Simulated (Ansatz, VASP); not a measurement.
Two plane-wave programs on GaN

```
Ga N
1.0
     4.50700    0.00000    0.00000
     0.00000   -4.50700    0.00000
     0.00000    0.00000   -4.50700
Ga N
4 4
Cartesian
  0.0000 -2.2535 -2.0735
  2.2535 0.0000 -2.2535
  2.2535 -2.2535 0.0000
  0.0000 0.0000 0.0000
  3.3803 -3.3803 -3.3803
  1.1268 -1.1268 -3.3803
  1.1268 -3.3803 -1.1268
  3.3803 -1.1268 -1.1268
```

Alike in both runs: task single point; functional r2SCAN; k mesh 6 × 6 × 6; occupations gaussian, width 0.05 eV; no spin polarisation.

|  | VASP | Ansatz |
| --- | --- | --- |
| version | VASP 6.6.1 | Ansatz 0.2.0 |
| potentials or method | VASP PAW PBE potentials, release 64 (Ga_d, N), cutoff 520 eV | scalar-relativistic, plane waves, PAW |
| valence electrons in the cell | 72 | 72 |

|  | VASP | Ansatz | Ansatz less VASP |
| --- | --- | --- | --- |
| gap on the k mesh at the Fermi level (eV) | 1.96 | 1.97 | +0.009 |
| least direct gap on the mesh (eV) | 1.96 | 1.97 | +0.009 |
| pressure (GPa) | 0.8 | -0.2 | -0.93 |
| traceless stress, the component that is largest in VASP (GPa) | -2.77 | -2.63 | +0.137 |
| rms of the force components (eV/Å) | 0.797 | 0.781 | -0.0160 |

VASP's potentials were made for PBE, not for r2SCAN. Atom by atom the forces differ by 0.017 eV/Å (rms over components). With one functional, cell and mesh, what is left measures potentials, basis and numerics.
